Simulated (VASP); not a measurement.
The system is Ga.

```
Ga
1.0
     1.45000   -4.06500    0.00000
     1.45000    4.06500    0.00000
     0.00000    0.00000    3.17000
Ga
2
Direct
  0.13300 0.86700 0.75000
  0.86700 0.13300 0.25000
```

| Quantity | Value |
| --- | --- |
| Program | VASP 6.6.1 |
| Task | relaxation of cell and atoms |
| Functional | PBEsol |
| Potentials or basis | VASP PAW PBE potentials, release 64 (Ga_d) |
| Cutoff | 600 eV |
| k mesh | 10 × 10 × 8 |
| Occupations | fermi-dirac, width 0.05 eV |
| Spin | no spin polarisation |

At the start: pressure -2.1 GPa; volume 18.68 Å³/atom.

**Question.** How do energy, volume and symmetry change on relaxing?

**Answer.** Over 10 steps the energy falls by 9.1 meV/atom and the volume is 17.93 Å³/atom (-4.0 %); space group Cmcm (No. 63, to 0.1 Å) before and after.

Step by step:
| step | energy change (eV) | largest force (eV/Å) | pressure (GPa) | volume (Å³) |
| --- | --- | --- | --- | --- |
| 1 | 0.0000 | 0.2112 | -2.10 | 37.37 |
| 2 | -0.0170 | 0.0781 | -0.30 | 36.06 |
| 3 | -0.0177 | 0.0406 | 0.30 | 35.70 |
| 4 | -0.0178 | 0.0505 | 0.24 | 35.74 |
| 5 | -0.0183 | 0.0106 | 0.03 | 35.87 |
| 6 | -0.0183 | 0.0056 | -0.20 | 35.89 |
| 7 | -0.0183 | 0.0169 | 0.03 | 35.88 |
| 8 | -0.0183 | 0.0073 | -0.04 | 35.89 |
| 9 | -0.0183 | 0.0035 | 0.15 | 35.86 |
| 10 | -0.0183 | 0.0095 | 0.01 | 35.86 |

Final structure:
```cif
data_structure
_symmetry_space_group_name_H-M 'P 1'
_symmetry_Int_Tables_number 1
_cell_length_a 4.2597
_cell_length_b 4.2597
_cell_length_c 3.1642
_cell_angle_alpha 90.000
_cell_angle_beta 90.000
_cell_angle_gamma 141.342
_cell_volume 35.86
loop_
_atom_site_label
_atom_site_type_symbol
_atom_site_fract_x
_atom_site_fract_y
_atom_site_fract_z
_atom_site_occupancy
Ga1 Ga 0.13500 0.86500 0.75000 1
Ga2 Ga 0.86500 0.13500 0.25000 1
```

Caveat: the PAW data sets were made with another functional, which shifts forces and pressure a little.
